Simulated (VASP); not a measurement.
# Sb (Fm-3m) in VASP: a series of runs, part 2 of 2

VASP 6.6.1. The steps go on from the part before.

## Step 3: Electric field gradients, LDA

Contents of INCAR:

```
PREC = Accurate ; ENCUT = 400
EDIFF = 1E-8 ; ISMEAR = -1
SIGMA = 0.03 ; LREAL = False
LASPH = True ; NELM = 120
ALGO = Normal ; ISIF = 2
LWAVE = False ; LCHARG = False
GGA = CA ; LEFG = True
NBANDS = 8 ; GGA_COMPAT = False
```

Contents of KPOINTS:

```
Automatic mesh
0
Gamma
  14 14 14
```

Contents of POSCAR:

```
Sb
1.0
    0.0000000000      2.3050000000      2.3050000000
    2.3050000000      0.0000000000      2.3050000000
    2.3050000000      2.3050000000      0.0000000000
Sb
1
Direct
    0.0000000000      0.0000000000      0.0000000000
```

Potentials or basis: VASP PAW LDA potentials, release 64 (Sb).

The run is started by

```bash
cat potpaw_LDA.64/Sb/POTCAR > POTCAR
mpirun -np 1 vasp_std > vasp.out
```

OUTCAR:

```text
PREC = Accurate
   ENCUT = 400
   EDIFF = 1E-8
   ISMEAR = -1
   LREAL = False
   LASPH = True
   NELM = 120
   ISIF = 2
   GGA = CA

 ion  position               nearest neighbor table
   1  0.000  0.000  0.000-

  LATTYP: Found a face centered cubic cell.
 ALAT       =     4.6100000000

  Lattice vectors:

 A1 = (   0.0000000000,   2.3050000000,   2.3050000000)
 A2 = (   2.3050000000,   0.0000000000,   2.3050000000)
 A3 = (   2.3050000000,   2.3050000000,   0.0000000000)

Analysis of symmetry for initial positions (statically):
=====================================================================
 Subroutine PRICEL returns:
 Original cell was already a primitive cell.

 Routine SETGRP: Setting up the symmetry group for a
 face centered cubic supercell.

 Subroutine GETGRP returns: Found 48 space group operations
 (whereof 48 operations were pure point group operations)
 out of a pool of 48 trial point group operations.

The static configuration has the point symmetry O_h .

Analysis of symmetry for dynamics (positions and initial velocities):
=====================================================================
 Subroutine PRICEL returns:
 Original cell was already a primitive cell.

 Routine SETGRP: Setting up the symmetry group for a
 face centered cubic supercell.

 Subroutine GETGRP returns: Found 48 space group operations
 (whereof 48 operations were pure point group operations)
 out of a pool of 48 trial point group operations.

The dynamic configuration has the point symmetry O_h .

 Subroutine INISYM returns: Found 48 space group operations
 (whereof 48 operations are pure point group operations),
 and found     1 'primitive' translations

----------------------------------------------------------------------------------------

                                     Primitive cell

  volume of cell :      24.4930

  direct lattice vectors                    reciprocal lattice vectors
     0.000000000  2.305000000  2.305000000    -0.216919740  0.216919740  0.216919740
     2.305000000  0.000000000  2.305000000     0.216919740 -0.216919740  0.216919740
     2.305000000  2.305000000  0.000000000     0.216919740  0.216919740 -0.216919740

  length of vectors
     3.259762261  3.259762261  3.259762261     0.375716010  0.375716010  0.375716010

  position of ions in fractional coordinates (direct lattice)
     0.000000000  0.000000000  0.000000000

  ion indices of the primitive-cell ions
   primitive index   ion index
                 1           1

----------------------------------------------------------------------------------------

 KPOINTS: Automatic mesh

Automatic generation of k-mesh.
 Grid dimensions read from file:
 generate k-points for:   14   14   14

 Generating k-lattice:

  Cartesian coordinates                     Fractional coordinates (reciprocal lattice)
    -0.015494267  0.015494267  0.015494267     0.071428571  0.000000000  0.000000000
[... 60 lines left out ...]
   LREAL  =      F    real-space projection
   EDIFFG = 0.1E-06   stopping-criterion for IOM
   NSW    =      0    number of steps for IOM
   IBRION =     -1    ionic relax: 0-MD 1-quasi-New 2-CG
   NFREE  =      0    steps in history (QN), initial steepest desc. (CG)
   ISIF   =      2    stress and relaxation
   ISYM   =      2    0-nonsym 1-usesym 2-fastsym
   POTIM  = 0.5000    time-step for ionic-motion
   TEBEG  =    0.0;   TEEND  =   0.0 temperature during run
   PSTRESS=    0.0 pullay stress
   NELECT =       5.0000    total number of electrons
   NUPDOWN=      -1.0000    fix difference up-down
   EMIN   =  10.00;   EMAX   =-10.00  energy-range for DOS
   EFERMI =   0.00;   METHOD = LEGACY
   ISMEAR =    -1;   SIGMA  =   0.03  broadening in eV -4-tet -1-fermi 0-gaus
   EFERMI_NEDOS =   21; number of points for ismear=-14 and -15
   IALGO  =     38    algorithm
   IMIX   =      4    mixing-type and parameters
     AMIX     =   0.40;   BMIX     =  1.00
     AMIX_MAG =   1.60;   BMIX_MAG =  1.00
  volume/ion in A,a.u.               =      24.49       165.29
  Fermi-wavevector in a.u.,A,eV,Ry     =   0.963941  1.821585 12.642299  0.929183
  Thomas-Fermi vector in A             =   2.093530
   LORBIT       =      0    0 simple, 1 ext, 2 COOP (PROOUT), +10 PAW based schemes
   GGA     = CA    functional components
   LHFCALC =     F    Hartree Fock is set to
   AEXX    =    0.0000 exact exchange contribution
   IVDW    =     0    specifies the selected vdW correction
   LEPSILON=     F    determine dielectric tensor
   LRPA    =     F    only Hartree local field effects (RPA)
 non-spin polarized calculation
  energy-cutoff  :      400.00
  volume of cell :       24.49
 maximum number of plane-waves:       459
 NGX is ok and might be reduce to    24
   NGX = 11   NGY = 11   NGZ = 11

 number of electron       4.9999999 magnetization

 Free energy of the ion-electron system (eV)
  ---------------------------------------------------
  ext. energy  EPLUGINS =         0.00000000
  ---------------------------------------------------
  free energy    TOTEN  =        -4.51093740 eV

  energy without entropy =       -4.50787044  energy(sigma->0) =       -4.50940392

 E-fermi :   9.7393     XC(G=0): -10.7847

 val. band max:        9.7292741190   @ k =   0.5000   0.4286   0.0714
 cond. band min:       9.7964180333   @ k =   0.4286   0.3571   0.0000
 fundamental gap:      0.0671439143
 Fermi energy:         9.7392713521

 k-point     1 :       0.0000    0.0000    0.0000
  band No.  band energies     occupation
      1      -4.0097      2.00000
      2      15.6576      0.00000
      3      15.6576      0.00000
      4      15.6576      0.00000
      5      19.7618      0.00000
      6      19.7618      0.00000
      7      19.7618      0.00000
      8      20.0223      0.00000
[... 243 lines left out ...]
 k-point    24 :       0.2857    0.1429    0.0000
  band No.  band energies     occupation
      1      -2.4054      2.00000
      2       9.5219      1.99857
      3      12.7712      0.00000
      4      13.2179      0.00000
      5      17.0660      0.00000
      6      18.7853      0.00000
      7      22.0944      0.00000
      8      22.3198      0.00000

 [... further k-points ...]
[... 5 lines left out ...]
  --------------------------------------------------------------------------------------
  -------------------------------------------------------------------------------------
  Total        0.5956326      0.5956326      0.5956326      0.0000000     -0.0000000      0.0000000
  in kB       38.9624470     38.9624470     38.9624470      0.0000000     -0.0000000      0.0000000
  external PRESSURE =      38.9624470 kB  Pullay stress =       0.0000000 kB

 VOLUME and BASIS-vectors are now :
 -----------------------------------------------------------------------------
  energy-cutoff  :      400.00
  volume of cell :       24.49
      direct lattice vectors                 reciprocal lattice vectors
     0.000000000  2.305000000  2.305000000    -0.216919740  0.216919740  0.216919740
     2.305000000  0.000000000  2.305000000     0.216919740 -0.216919740  0.216919740
     2.305000000  2.305000000  0.000000000     0.216919740  0.216919740 -0.216919740

 POSITION                                       TOTAL-FORCE (eV/Angst)
 -----------------------------------------------------------------------------------
      0.00000      0.00000      0.00000        -0.000000      0.000000      0.000000
 -----------------------------------------------------------------------------------
    total drift:                                0.000000      0.000000      0.000000

  FREE ENERGIE OF THE ION-ELECTRON SYSTEM (eV)
  ---------------------------------------------------
  free  energy   TOTEN  =        -4.5109374044 eV

  energy  without entropy=       -4.5078704353  energy(sigma->0) =       -4.50940392

 Electric field gradients (V/A^2)
---------------------------------------------------------------------
 ion       V_xx      V_yy      V_zz      V_xy      V_xz      V_yz
---------------------------------------------------------------------
   1       0.000    -0.000    -0.000     0.000     0.000     0.000
---------------------------------------------------------------------

 Electric field gradients after diagonalization (V/A^2)
 (convention: |V_zz| > |V_xx| > |V_yy|)
----------------------------------------------------------------------
 ion       V_xx      V_yy      V_zz     asymmetry (V_yy - V_xx)/ V_zz
----------------------------------------------------------------------
   1      -0.000    -0.000     0.000       0.000
----------------------------------------------------------------------

           NMR quadrupolar parameters

 Cq : quadrupolar parameter    Cq=e*Q*V_zz/h
 eta: asymmetry parameters     (V_yy - V_xx)/ V_zz
 Q  : nuclear electric quadrupole moment in mb (millibarn)
----------------------------------------------------------------------
 ion       Cq(MHz)       eta       Q (mb)
----------------------------------------------------------------------
   1       0.000       0.000       1.000
----------------------------------------------------------------------
```

stdout:

```text
POSCAR found type information on POSCAR Sb
 POSCAR found :  1 types and       1 ions
 scaLAPACK will be used
 LDA part: xc-table for (Slater(with rela. corr.)+CA(PZ))
 , standard interpolation
 POSCAR, INCAR and KPOINTS ok, starting setup
 FFT: planning ... GRIDC
 FFT: planning ... GRID_SOFT
 FFT: planning ... GRID
 WAVECAR not read
 entering main loop
ion   1
```

Wall time 4.6 s (1 thread of Intel Xeon 6975P-C (Granite Rapids), shared host); peak memory 0.13 GiB.

Results:

```
Free energy : -4.5109 eV
Pressure    : 3.9 GPa
```

Levels at points of the mesh, in eV from the Fermi level:
```csv
k point,band 1,band 2,band 3,band 4,band 5,band 6
"(0.00, 0.00, 0.00)",-13.75,5.92,5.92,5.92,10.02,10.02
"(0.50, 0.00, 0.00)",-9.48,-6.45,4.00,4.00,8.69,9.17
"(0.50, 0.50, 0.00)",-7.59,-5.46,0.34,0.34,4.25,4.58
```

Caveat: without QUAD_EFG the Cq values of the log hold for a quadrupole moment of 1 mb, not for the nuclei; spin-orbit coupling is left out, which moves the levels of the heavy elements.

## Step 4: Electric field gradients, r2SCAN

POSCAR is that of step 3.

Contents of INCAR.step1:

```
SYSTEM = Sb
PREC = Accurate ; ENCUT = 440
ISMEAR = -1 ; SIGMA = 0.03
LREAL = .FALSE. ; LASPH = .TRUE.
NELM = 120 ; NBANDS = 8
GGA = PE ; ALGO = Normal
EDIFF = 1E-5 ; LWAVE = .TRUE.
LCHARG = .FALSE. ; GGA_COMPAT = .FALSE.
```

Contents of INCAR.step2:

```
SYSTEM = Sb
PREC = Accurate ; ENCUT = 440
EDIFF = 1E-8 ; ISMEAR = -1
SIGMA = 0.03 ; LREAL = .FALSE.
LASPH = .TRUE. ; NELM = 120
ALGO = Normal ; ISIF = 2
LWAVE = .FALSE. ; LCHARG = .FALSE.
METAGGA = R2SCAN ; LMIXTAU = .TRUE.
LEFG = .TRUE. ; NBANDS = 8
ISTART = 1 ; GGA_COMPAT = .FALSE.
```

Contents of KPOINTS:

```
Automatic mesh
0
G
  14 14 14
  0 0 0
```

Potentials or basis: VASP PAW PBE potentials, release 64 (Sb).

The run is started by

```bash
cat potpaw_PBE.64/Sb/POTCAR > POTCAR
cp INCAR.step1 INCAR
mpirun -np 1 vasp_std > vasp.out
cp INCAR.step2 INCAR
mpirun -np 1 vasp_std > vasp.out
```

OUTCAR:

```text
SYSTEM = Sb
   PREC = Accurate
   ENCUT = 440
   EDIFF = 1E-8
   ISMEAR = -1
   LREAL = .FALSE.
   LASPH = .TRUE.
   NELM = 120
   ISIF = 2
   METAGGA = R2SCAN
   ISTART = 1

 ion  position               nearest neighbor table
   1  0.000  0.000  0.000-

  LATTYP: Found a face centered cubic cell.
 ALAT       =     4.6100000000

  Lattice vectors:

 A1 = (   0.0000000000,   2.3050000000,   2.3050000000)
 A2 = (   2.3050000000,   0.0000000000,   2.3050000000)
 A3 = (   2.3050000000,   2.3050000000,   0.0000000000)

Analysis of symmetry for initial positions (statically):
=====================================================================
 Subroutine PRICEL returns:
 Original cell was already a primitive cell.

 Routine SETGRP: Setting up the symmetry group for a
 face centered cubic supercell.

 Subroutine GETGRP returns: Found 48 space group operations
 (whereof 48 operations were pure point group operations)
 out of a pool of 48 trial point group operations.

The static configuration has the point symmetry O_h .

Analysis of symmetry for dynamics (positions and initial velocities):
=====================================================================
 Subroutine PRICEL returns:
 Original cell was already a primitive cell.

 Routine SETGRP: Setting up the symmetry group for a
 face centered cubic supercell.

 Subroutine GETGRP returns: Found 48 space group operations
 (whereof 48 operations were pure point group operations)
 out of a pool of 48 trial point group operations.

The dynamic configuration has the point symmetry O_h .

 Subroutine INISYM returns: Found 48 space group operations
 (whereof 48 operations are pure point group operations),
 and found     1 'primitive' translations

[... 146 lines left out ...]

 k-point     1 :       0.0000    0.0000    0.0000
  band No.  band energies     occupation
      1      -4.6394      2.00000
      2      16.1789      0.00000
      3      16.1789      0.00000
      4      16.1789      0.00000
      5      20.5088      0.00000
      6      20.5088      0.00000
      7      20.5088      0.00000
      8      20.7313      0.00000
[... 243 lines left out ...]
 k-point    24 :       0.2857    0.1429    0.0000
  band No.  band energies     occupation
      1      -2.9323      2.00000
      2       9.6388      1.99172
      3      13.0292      0.00000
      4      13.5594      0.00000
      5      17.6044      0.00000
      6      19.5001      0.00000
      7      23.1716      0.00000
      8      23.4194      0.00000

 [... further k-points ...]
[... 5 lines left out ...]
  --------------------------------------------------------------------------------------
  -------------------------------------------------------------------------------------
  Total        1.2103382      1.2103382      1.2103382      0.0000000     -0.0000000     -0.0000000
  in kB       79.1725320     79.1725320     79.1725320      0.0000000     -0.0000000     -0.0000000
  external PRESSURE =      79.1725320 kB  Pullay stress =       0.0000000 kB

 VOLUME and BASIS-vectors are now :
 -----------------------------------------------------------------------------
  energy-cutoff  :      440.00
  volume of cell :       24.49
      direct lattice vectors                 reciprocal lattice vectors
     0.000000000  2.305000000  2.305000000    -0.216919740  0.216919740  0.216919740
     2.305000000  0.000000000  2.305000000     0.216919740 -0.216919740  0.216919740
     2.305000000  2.305000000  0.000000000     0.216919740  0.216919740 -0.216919740

 POSITION                                       TOTAL-FORCE (eV/Angst)
 -----------------------------------------------------------------------------------
      0.00000      0.00000      0.00000         0.000000     -0.000000      0.000000
 -----------------------------------------------------------------------------------
    total drift:                                0.000000      0.000000      0.000000

  FREE ENERGIE OF THE ION-ELECTRON SYSTEM (eV)
  ---------------------------------------------------
  free  energy   TOTEN  =       -25.1636060743 eV

  energy  without entropy=      -25.1605298366  energy(sigma->0) =      -25.16206796

 Electric field gradients (V/A^2)
---------------------------------------------------------------------
 ion       V_xx      V_yy      V_zz      V_xy      V_xz      V_yz
---------------------------------------------------------------------
   1       0.000    -0.000     0.000     0.000     0.000     0.000
---------------------------------------------------------------------

 Electric field gradients after diagonalization (V/A^2)
 (convention: |V_zz| > |V_xx| > |V_yy|)
----------------------------------------------------------------------
 ion       V_xx      V_yy      V_zz     asymmetry (V_yy - V_xx)/ V_zz
----------------------------------------------------------------------
   1      -0.000    -0.000     0.000       0.000
----------------------------------------------------------------------

           NMR quadrupolar parameters

 Cq : quadrupolar parameter    Cq=e*Q*V_zz/h
 eta: asymmetry parameters     (V_yy - V_xx)/ V_zz
 Q  : nuclear electric quadrupole moment in mb (millibarn)
----------------------------------------------------------------------
 ion       Cq(MHz)       eta       Q (mb)
----------------------------------------------------------------------
   1       0.000       0.000       1.000
----------------------------------------------------------------------
```

OUTCAR.step1:

```text
SYSTEM = Sb
   PREC = Accurate
   ENCUT = 440
   ISMEAR = -1
   LREAL = .FALSE.
   LASPH = .TRUE.
[... 481 lines left out ...]
 -----------------------------------------------------------------------------------
      0.00000      0.00000      0.00000        -0.000000      0.000000     -0.000000
 -----------------------------------------------------------------------------------
    total drift:                                0.000000     -0.000000     -0.000000

  FREE ENERGIE OF THE ION-ELECTRON SYSTEM (eV)
  ---------------------------------------------------
  free  energy   TOTEN  =        -3.7456261719 eV

  energy  without entropy=       -3.7427026652  energy(sigma->0) =       -3.74416442
```

Run time: 23 s. Hardware: 1 thread of Intel Xeon 6975P-C (Granite Rapids), shared host; peak memory 0.14 GiB.

Results:

* Free energy: -25.1636 eV
* Pressure: 7.9 GPa

Caveat: without QUAD_EFG the Cq values of the log hold for a quadrupole moment of 1 mb, not for the nuclei; the PAW data sets were made with another functional, which shifts forces and pressure a little; spin-orbit coupling is left out, which moves the levels of the heavy elements.

## Step 5: Overview

```tsv
level	potentials or basis	spin	cutoff (eV)	gap on the mesh (eV)	pressure (GPa)
PBE	VASP PAW PBE potentials, release 64 (Sb)	non-collinear, zero start, SOC	520	-	8.7
LDA	VASP PAW LDA potentials, release 64 (Sb)	off	400	none	3.9
r2SCAN	VASP PAW PBE potentials, release 64 (Sb)	off	440	none	7.9
```

Alike in all rows: task electric field gradients; cell as given; k mesh 14 × 14 × 14; smearing fermi-dirac 0.03 eV.

Caveats: spin-orbit coupling is left out, which moves the levels of the heavy elements (some runs); the PAW data sets were made with another functional, which shifts forces and pressure a little (some runs).

Total energies depend on the potentials used, so only differences within one code and one set of settings carry meaning.
